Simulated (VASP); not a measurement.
# P (P6/mmm) in VASP: a series of runs

Runs on P. Level: PBE. Tasks: relaxation of shape and atoms at fixed volume.

All numbers are computed with VASP 6.6.1; they aren't measurements. Logs are shortened: lines on timing, memory, paths and dates and some standing lists are left out, and cuts for length are marked.

## Step 1: The cell of the first run

It takes space group P6/mmm (No. 191, hexagonal). The conventional cell has a = 2.112 Å, b = 2.112 Å, c = 1.984 Å, α = 90.00°, β = 90.00°, γ = 120.00°. P (site symmetry 6/mmm) has 8 P at 1.98 to 2.11 Å within 2.6 Å.

## Step 2: Relaxation of shape and atoms at fixed volume, PBE

Contents of INCAR:

```
SYSTEM = P
PREC = Accurate
ENCUT = 600
EDIFF = 1E-7
ISMEAR = -1
SIGMA = 0.05
LREAL = .FALSE.
LASPH = .TRUE.
NELM = 80
ALGO = Normal
ISIF = 4
LWAVE = .FALSE.
LCHARG = .FALSE.
GGA = PE
IBRION = 2
NSW = 50
EDIFFG = -0.005
```

Contents of KPOINTS:

```
Automatic mesh
0
G
  18 18 17
  0 0 0
```

Contents of POSCAR:

```
P
1.0
    2.1122029942      0.0000000000      0.0000000000
   -1.0561014971      1.8292214510      0.0000000000
    0.0000000000      0.0000000000      1.9835715784
P
1
Direct
    0.0000000000      0.0000000000      0.0000000000
```

Potentials or basis: VASP PAW PBE potentials, release 64 (P).

The run is started by

```sh
cat potpaw_PBE.64/P/POTCAR > POTCAR
mpirun -np 1 vasp_std > vasp.out
```

OUTCAR:

```text
SYSTEM = P
   PREC = Accurate
   ENCUT = 600
   EDIFF = 1E-7
   ISMEAR = -1
   LREAL = .FALSE.
   LASPH = .TRUE.
   NELM = 80
   ISIF = 4
   GGA = PE
   IBRION = 2
   NSW = 50
   EDIFFG = -0.005

 ion  position               nearest neighbor table
   1  0.000  0.000  0.000-

  LATTYP: Found a hexagonal cell.
 ALAT       =     2.1122029942
 C/A-ratio  =     0.9391008269

  Lattice vectors:

 A1 = (   2.1122029942,   0.0000000000,   0.0000000000)
 A2 = (  -1.0561014971,   1.8292214510,   0.0000000000)
 A3 = (   0.0000000000,   0.0000000000,   1.9835715784)

Analysis of symmetry for initial positions (statically):
=====================================================================
 Subroutine PRICEL returns:
 Original cell was already a primitive cell.

 Routine SETGRP: Setting up the symmetry group for a
 hexagonal supercell.

 Subroutine GETGRP returns: Found 24 space group operations
 (whereof 24 operations were pure point group operations)
 out of a pool of 24 trial point group operations.

The static configuration has the point symmetry D_6h.

Analysis of symmetry for dynamics (positions and initial velocities):
=====================================================================
 Subroutine PRICEL returns:
 Original cell was already a primitive cell.

 Routine SETGRP: Setting up the symmetry group for a
 hexagonal supercell.

 Subroutine GETGRP returns: Found 24 space group operations
 (whereof 24 operations were pure point group operations)
 out of a pool of 24 trial point group operations.

The dynamic configuration has the point symmetry D_6h.

 Subroutine INISYM returns: Found 24 space group operations
 (whereof 24 operations are pure point group operations),
 and found     1 'primitive' translations

----------------------------------------------------------------------------------------

                                     Primitive cell

  volume of cell :       7.6639

  direct lattice vectors                    reciprocal lattice vectors
     2.112202994  0.000000000  0.000000000     0.473439344  0.273340333  0.000000000
[... 91 lines left out ...]
   ISYM   =      2    0-nonsym 1-usesym 2-fastsym
   POTIM  = 0.5000    time-step for ionic-motion
   TEBEG  =    0.0;   TEEND  =   0.0 temperature during run
   PSTRESS=    0.0 pullay stress
   NELECT =       5.0000    total number of electrons
   NUPDOWN=      -1.0000    fix difference up-down
   EMIN   =  10.00;   EMAX   =-10.00  energy-range for DOS
   EFERMI =   0.00;   METHOD = LEGACY
   ISMEAR =    -1;   SIGMA  =   0.05  broadening in eV -4-tet -1-fermi 0-gaus
   EFERMI_NEDOS =   21; number of points for ismear=-14 and -15
   IALGO  =     38    algorithm
   IMIX   =      4    mixing-type and parameters
     AMIX     =   0.40;   BMIX     =  1.00
     AMIX_MAG =   1.60;   BMIX_MAG =  1.00
  volume/ion in A,a.u.               =       7.66        51.72
  Fermi-wavevector in a.u.,A,eV,Ry     =   1.419869  2.683163 27.429719  2.016028
  Thomas-Fermi vector in A             =   2.540844
   LORBIT       =      0    0 simple, 1 ext, 2 COOP (PROOUT), +10 PAW based schemes
   GGA     = PE    functional components
   LHFCALC =     F    Hartree Fock is set to
   AEXX    =    0.0000 exact exchange contribution
   IVDW    =     0    specifies the selected vdW correction
   LEPSILON=     F    determine dielectric tensor
   LRPA    =     F    only Hartree local field effects (RPA)
 conjugate gradient relaxation of ions
 non-spin polarized calculation
  energy-cutoff  :      600.00
  volume of cell :        7.66
 maximum number of plane-waves:       266
 NGX is ok and might be reduce to    18
   NGX =  9   NGY =  9   NGZ =  7

--------------------------------------- Ionic step        1  -------------------------------------------

 number of electron       5.0000000 magnetization

 Free energy of the ion-electron system (eV)
  ---------------------------------------------------
  ext. energy  EPLUGINS =         0.00000000
  ---------------------------------------------------
  free energy    TOTEN  =        -2.16966213 eV

  energy without entropy =       -2.16705499  energy(sigma->0) =       -2.16835856

------------------------ aborting loop because EDIFF is reached ----------------------------------------

  FORCE on cell =-STRESS in cart. coord.  units (eV):
  Direction    XX          YY          ZZ          XY          YZ          ZX
  --------------------------------------------------------------------------------------
  -------------------------------------------------------------------------------------
  Total       10.5201329     10.5201329     11.6524470      0.0000000     -0.0000000      0.0000000
  in kB     2199.2874304   2199.2874306   2436.0034646      0.0000000     -0.0000000      0.0000000
  external PRESSURE =    2278.1927752 kB  Pullay stress =       0.0000000 kB
[... 127 lines left out ...]
--------------------------------------- Ionic step        5  -------------------------------------------

 number of electron       4.9999999 magnetization

 Free energy of the ion-electron system (eV)
  ---------------------------------------------------
  ext. energy  EPLUGINS =         0.00000000
  ---------------------------------------------------
  free energy    TOTEN  =        -2.17476419 eV

  energy without entropy =       -2.17188428  energy(sigma->0) =       -2.17332424

 E-fermi :  21.2482     XC(G=0): -14.3786

 val. band max:       21.2468903485   @ k =   0.3889   0.2222   0.4118
 cond. band min:      21.2564741900   @ k =   0.4444   0.0000   0.4118
 fundamental gap:      0.0095838416
 Fermi energy:        21.2481833672

 k-point     1 :       0.0000    0.0000    0.0000
  band No.  band energies     occupation
      1      -3.4168      2.00000
      2      26.9807      0.00000
      3      29.9684      0.00000
      4      34.8863      0.00000
      5      34.8863      0.00000
      6      35.3434      0.00000
[... 199 lines left out ...]
 k-point    24 :       0.3889    0.1111    0.0000
  band No.  band energies     occupation
      1       5.2446      2.00000
      2       9.8060      2.00000
      3      20.6188      1.99999
      4      32.3016      0.00000
      5      37.2364      0.00000
      6      41.1276      0.00000

 [... further k-points ...]

------------------------ aborting loop because EDIFF is reached ----------------------------------------

  FORCE on cell =-STRESS in cart. coord.  units (eV):
  Direction    XX          YY          ZZ          XY          YZ          ZX
  --------------------------------------------------------------------------------------
  -------------------------------------------------------------------------------------
  Total       10.8324299     10.8324299     10.8391306      0.0000000     -0.0000000      0.0000000
  in kB     2264.5747214   2264.5747216   2265.9755192      0.0000000     -0.0000000      0.0000000
  external PRESSURE =    2265.0416541 kB  Pullay stress =       0.0000000 kB
[... 16 lines left out ...]
  FREE ENERGIE OF THE ION-ELECTRON SYSTEM (eV)
  ---------------------------------------------------
  free  energy   TOTEN  =        -2.1747641898 eV

  energy  without entropy=       -2.1718842823  energy(sigma->0) =       -2.17332424

 reached required accuracy - stopping structural energy minimisation
```

OSZICAR:

```text
N       E                     dE             d eps       ncg     rms          rms(c)
DAV:   1     0.557912930629E+01    0.55791E+01   -0.28756E+03  4608   0.736E+02
DAV:   2    -0.216580374103E+01   -0.77449E+01   -0.72795E+01  5808   0.775E+01
[... 32 lines left out ...]
   4 F= -.21747634E+01 E0= -.21733168E+01  d E =-.510127E-02
       N       E                     dE             d eps       ncg     rms          rms(c)
DAV:   1    -0.217476546403E+01   -0.20801E-05   -0.75039E-05  4914   0.662E-02    0.717E-03
DAV:   2    -0.217476449823E+01    0.96580E-06   -0.23027E-06  4596   0.155E-02    0.322E-03
DAV:   3    -0.217476417552E+01    0.32271E-06   -0.10896E-06  4950   0.841E-03    0.281E-04
DAV:   4    -0.217476418982E+01   -0.14297E-07   -0.45898E-08  2136   0.253E-03
   5 F= -.21747642E+01 E0= -.21733242E+01  d E =-.510206E-02
```

Run time: 36 s. Hardware: 1 thread of Intel Xeon Platinum 8559C (Emerald Rapids), shared host; peak memory 0.12 GiB.

Results:

```
Free energy               : -2.1748 eV
Energy gained by relaxing : 5.1 meV/atom
Ionic steps               : 5
Pressure after relaxing   : 226.5 GPa
```

The path:
| step | energy change (eV) | largest force (eV/Å) | pressure (GPa) | volume (Å³) |
| --- | --- | --- | --- | --- |
| 1 | 0.0000 | 0.0000 | 227.82 | 7.66 |
| 2 | 0.0302 | 0.0000 | 224.23 | 7.66 |
| 3 | -0.0051 | 0.0000 | 226.54 | 7.66 |
| 4 | -0.0051 | 0.0000 | 226.48 | 7.66 |
| 5 | -0.0051 | 0.0000 | 226.50 | 7.66 |

Final structure:
```
CELL_PARAMETERS angstrom
2.10258 0.00000 0.00000
-1.05129 1.82089 0.00000
0.00000 0.00000 2.00177
ATOMIC_POSITIONS crystal
P 0.00000 0.00000 0.00000
```

## Step 3: Relaxation of shape and atoms at fixed volume, PBE

This run uses another cell than the first one, of 8.84 Å³/atom, 1.154 times its volume.

Contents of INCAR:

```
  PREC = Accurate
  ENCUT = 600
  EDIFF = 1E-6
  ISMEAR = -1
  SIGMA = 0.05
  LREAL = F
  LASPH = T
  NELM = 60
  ALGO = Normal
  ISIF = 4
  LWAVE = F
  LCHARG = F
  GGA = PE
  IBRION = 2
  NSW = 50
  EDIFFG = -0.005
```

Contents of KPOINTS:

```
regular mesh
0
Gamma
  18 18 17
```

Contents of POSCAR:

```
P
1.0
    2.2153973040      0.0000000000      0.0000000000
   -1.1076986520      1.9185903447      0.0000000000
    0.0000000000      0.0000000000      2.0804814399
P
1
Direct
    0.0000000000      0.0000000000      0.0000000000
```

Potentials or basis: VASP PAW PBE potentials, release 64 (P).

The run is started by

```sh
cat potpaw_PBE.64/P/POTCAR > POTCAR
mpirun -np 1 vasp_std > vasp.out
```

Run time: 20 s. Hardware: 1 thread of Intel Xeon Platinum 8559C (Emerald Rapids), shared host; peak memory 0.13 GiB.

It converged, with:

- Free energy: -3.4275 eV
- Energy gained by relaxing: 0.2 meV/atom
- Ionic steps: 3
- Pressure after relaxing: 124.6 GPa

The path:
| step | energy change (eV) | largest force (eV/Å) | pressure (GPa) | volume (Å³) |
| --- | --- | --- | --- | --- |
| 1 | 0.0000 | 0.0000 | 124.75 | 8.84 |
| 2 | 0.0004 | 0.0000 | 124.36 | 8.84 |
| 3 | -0.0002 | 0.0000 | 124.60 | 8.84 |

Final structure:
```yaml
crystal:
  lattice:
    - [2.21303, 0.00000, 0.00000]
    - [-1.10651, 1.91654, 0.00000]
    - [0.00000, 0.00000, 2.08494]
  atoms:
    - { symbol: P, position: [0.00000, 0.00000, 0.00000] }
```

Levels at points of the mesh, in eV from the Fermi level:
```tsv
k point	band 1	band 2	band 3	band 4	band 5	band 6
(0.00, 0.00, 0.00)	-22.78	5.90	7.78	11.41	11.41	12.76
(0.50, 0.00, 0.00)	-13.39	-13.20	3.82	4.87	14.97	16.81
```

## Step 4: Relaxation of shape and atoms at fixed volume, PBE

This run uses another cell than the first one, of 10.02 Å³/atom, 1.308 times its volume.

Contents of INCAR:

```
PREC = Accurate ; ENCUT = 600
EDIFF = 1E-6 ; ISMEAR = -1
SIGMA = 0.05 ; LREAL = False
LASPH = True ; NELM = 80
ALGO = Normal ; ISIF = 4
LWAVE = False ; LCHARG = False
GGA = PE ; IBRION = 2
NSW = 50 ; EDIFFG = -0.005
```

KPOINTS is that of step 3.

Contents of POSCAR:

```
P
1.0
    2.3097812078      0.0000000000      0.0000000000
   -1.1548906039      2.0003292031      0.0000000000
    0.0000000000      0.0000000000      2.1691174420
P
1
Direct
    0.0000000000      0.0000000000      0.0000000000
```

The run is started by

```sh
cat potpaw_PBE.64/P/POTCAR > POTCAR
mpirun -np 1 vasp_std > vasp.out
```

It took 20 s on 1 thread of Intel Xeon Platinum 8559C (Emerald Rapids), shared host; peak memory 0.13 GiB.

It converged, with:

```
Free energy               : -4.1290 eV
Energy gained by relaxing : 0.1 meV/atom
Ionic steps               : 3
Pressure after relaxing   : 72.2 GPa
```

The path:
| step | energy change (eV) | largest force (eV/Å) | pressure (GPa) | volume (Å³) |
| --- | --- | --- | --- | --- |
| 1 | 0.0000 | 0.0000 | 72.13 | 10.02 |
| 2 | 0.0000 | 0.0000 | 72.20 | 10.02 |
| 3 | -0.0001 | 0.0000 | 72.15 | 10.02 |

Final structure:
```
CELL_PARAMETERS angstrom
2.31223 0.00000 0.00000
-1.15611 2.00245 0.00000
0.00000 0.00000 2.16453
ATOMIC_POSITIONS crystal
P 0.00000 0.00000 0.00000
```

Levels at points of the mesh, in eV from the Fermi level:
| k point | band 1 | band 2 | band 3 | band 4 | band 5 | band 6 |
| --- | --- | --- | --- | --- | --- | --- |
| (0.00, 0.00, 0.00) | -21.12 | 6.11 | 7.02 | 9.57 | 9.57 | 12.24 |
| (0.50, 0.00, 0.00) | -12.86 | -11.95 | 3.09 | 4.92 | 13.04 | 16.23 |

## Step 5: Relaxation of shape and atoms at fixed volume, PBE

This run uses another cell than the first one, of 11.20 Å³/atom, 1.462 times its volume.

Contents of INCAR:

```
SYSTEM = P
  PREC = Accurate
  ENCUT = 600
  EDIFF = 1E-6
  ISMEAR = -1
  SIGMA = 0.05
  LREAL = .FALSE.
  LASPH = .TRUE.
  NELM = 100
  ALGO = Normal
  ISIF = 4
  LWAVE = .FALSE.
  LCHARG = .FALSE.
  GGA = PE
  IBRION = 2
  NSW = 50
  EDIFFG = -0.005
```

Contents of KPOINTS:

```
regular mesh
0
G
  18 18 17
  0 0 0
```

Contents of POSCAR:

```
P
1.0
    2.3970241164      0.0000000000      0.0000000000
   -1.1985120582      2.0758837783      0.0000000000
    0.0000000000      0.0000000000      2.2510473297
P
1
Direct
    0.0000000000      0.0000000000      0.0000000000
```

The run is started by

```sh
cat potpaw_PBE.64/P/POTCAR > POTCAR
mpirun -np 1 vasp_std > vasp.out
```

Run time: 20 s. Hardware: 1 thread of Intel Xeon Platinum 8559C (Emerald Rapids), shared host; peak memory 0.14 GiB.

It converged, with:

- Free energy: -4.5406 eV
- Energy gained by relaxing: 0.2 meV/atom
- Ionic steps: 3
- Pressure after relaxing: 42.0 GPa

Step by step:
| step | energy change (eV) | largest force (eV/Å) | pressure (GPa) | volume (Å³) |
| --- | --- | --- | --- | --- |
| 1 | 0.0000 | 0.0000 | 42.02 | 11.20 |
| 2 | -0.0002 | 0.0000 | 41.98 | 11.20 |
| 3 | -0.0002 | 0.0000 | 41.99 | 11.20 |

Final structure:
```
P
1.0
     2.40111    0.00000    0.00000
    -1.20055    2.07942    0.00000
     0.00000    0.00000    2.24340
P
1
Cartesian
  0.0000 0.0000 0.0000
```

Levels at points of the mesh, in eV from the Fermi level:
| k point | band 1 | band 2 | band 3 | band 4 | band 5 | band 6 |
| --- | --- | --- | --- | --- | --- | --- |
| (0.00, 0.00, 0.00) | -19.69 | 6.29 | 6.32 | 8.29 | 8.29 | 11.93 |
| (0.50, 0.00, 0.00) | -12.33 | -10.84 | 2.65 | 5.06 | 11.44 | 15.68 |

## Step 6: Relaxation of shape and atoms at fixed volume, PBE

This run uses another cell than the first one, of 12.38 Å³/atom, 1.615 times its volume.

Contents of INCAR:

```
SYSTEM = P
  ALGO = Normal
  EDIFF = 1E-6
  EDIFFG = -0.005
  ENCUT = 600
  GGA = PE
  IBRION = 2
  ISIF = 4
  ISMEAR = -1
  LASPH = .True.
  LCHARG = .False.
  LREAL = .False.
  LWAVE = .False.
  NELM = 60
  NSW = 50
  PREC = Accurate
  SIGMA = 0.05
```

Contents of KPOINTS:

```
k-points
0
Gamma
  18 18 17
  0 0 0
```

Contents of POSCAR:

```
P
1.0
    2.4783404662      0.0000000000      0.0000000000
   -1.2391702331      2.1463058030      0.0000000000
    0.0000000000      0.0000000000      2.3274115811
P
1
Direct
    0.0000000000      0.0000000000      0.0000000000
```

Potentials or basis: VASP PAW PBE potentials, release 64 (P).

The run is started by

```sh
cat potpaw_PBE.64/P/POTCAR > POTCAR
mpirun -np 1 vasp_std > vasp.out
```

It took 20 s on 1 thread of Intel Xeon Platinum 8559C (Emerald Rapids), shared host; peak memory 0.14 GiB.

The run converged. Its results:

```
Free energy               : -4.7780 eV
Energy gained by relaxing : 0.1 meV/atom
Ionic steps               : 3
Pressure after relaxing   : 23.3 GPa
```

Final structure:
```cif
data_structure
_symmetry_space_group_name_H-M 'P 1'
_symmetry_Int_Tables_number 1
_cell_length_a 2.4805
_cell_length_b 2.4805
_cell_length_c 2.3233
_cell_angle_alpha 90.000
_cell_angle_beta 90.000
_cell_angle_gamma 120.000
_cell_volume 12.38
loop_
_atom_site_label
_atom_site_type_symbol
_atom_site_fract_x
_atom_site_fract_y
_atom_site_fract_z
_atom_site_occupancy
P1 P 0.00000 0.00000 0.00000 1
```

Levels at points of the mesh, in eV from the Fermi level:
| k point | band 1 | band 2 | band 3 | band 4 | band 5 | band 6 |
| --- | --- | --- | --- | --- | --- | --- |
| (0.00, 0.00, 0.00) | -18.41 | 5.66 | 6.49 | 7.42 | 7.42 | 11.78 |
| (0.50, 0.00, 0.00) | -11.78 | -9.83 | 2.43 | 5.30 | 10.11 | 15.16 |

## Step 7: Overview

```tsv
cell	gap on the mesh (eV)	pressure (GPa)
relaxed from a = 2.112, b = 2.112, c = 1.984 Å, angles 90.0, 90.0, 120.0°, 1 atom	none	226.5
relaxed from a = 2.215, b = 2.215, c = 2.080 Å, angles 90.0, 90.0, 120.0°, 1 atom	none	124.6
relaxed from a = 2.310, b = 2.310, c = 2.169 Å, angles 90.0, 90.0, 120.0°, 1 atom	none	72.2
relaxed from a = 2.397, b = 2.397, c = 2.251 Å, angles 90.0, 90.0, 120.0°, 1 atom	none	42.0
relaxed from a = 2.478, b = 2.478, c = 2.327 Å, angles 90.0, 90.0, 120.0°, 1 atom	none	23.3
```

Alike in all rows: task relaxation of shape and atoms at fixed volume; level PBE; potentials or basis VASP PAW PBE potentials, release 64 (P); no spin polarisation; k mesh 18 × 18 × 17; cutoff (eV) 600; smearing fermi-dirac 0.05 eV.

Total energies depend on the potentials used, so only differences within one code and one set of settings carry meaning.
